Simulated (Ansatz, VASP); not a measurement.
## Two plane-wave programs on Ru

```xyz
1
Lattice="-1.5020 1.5020 1.5020 1.5020 -1.5020 1.5020 1.5020 1.5020 -1.5020" Properties=species:S:1:pos:R:3 pbc="T T T"
Ru    0.0000    0.0000    0.0000
```

Alike in both runs: task relaxation of cell and atoms; functional PBEsol; k mesh 15 × 15 × 15; occupations fermi-dirac, width 0.1 eV; no spin polarisation.

|  | VASP | Ansatz |
| --- | --- | --- |
| version | VASP 6.6.1 | Ansatz 0.2.0 |
| potentials or method | VASP PAW PBE potentials, release 64 (Ru_pv), cutoff 600 eV | plane waves (420 eV) with PAW, scalar-relativistic |
| valence electrons in the cell | 14 | 16 |

```csv
,VASP,Ansatz,Ansatz less VASP
relaxed volume (Å³/atom),13.76,13.77,+0.001
relaxed cell length with the largest relative difference (Å),2.615,2.615,+0.0001
```

VASP's potentials were made for PBE, not for PBEsol, and Ansatz warns of the same on its side. VASP's potentials hold 14 valence electrons a cell and Ansatz's 16, so a difference there can come from the potentials and not from the codes.
